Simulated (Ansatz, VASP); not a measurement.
One calculation of Cs, two programs

```
Cs
1.0
    -3.96416    3.96416    2.14661
     3.96416   -3.96416    2.14661
     3.96416    3.96416   -2.14661
Cs
2
Direct
  0.62500 0.87500 0.75000
  0.37500 0.12500 0.25000
```

Change from the starting cell: volume scaled by 0.55, LAPW.

Alike in both runs: task single point; functional PBE; k mesh 9 × 9 × 9; occupations fermi-dirac, width 0.08 eV; no spin polarisation.

```csv
,VASP,Ansatz
version,VASP 6.6.1,Ansatz 0.2.0
potentials or method,"VASP PAW PBE potentials, release 64 (Cs_sv), cutoff 520 eV","all-electron LAPW, scalar-relativistic"
```

```tsv
	VASP	Ansatz	Ansatz less VASP
pressure (GPa)	2.5	2.5	0.00
```

Ansatz ran all-electron here, and VASP with PAW potentials.

Spin-orbit coupling is off throughout.
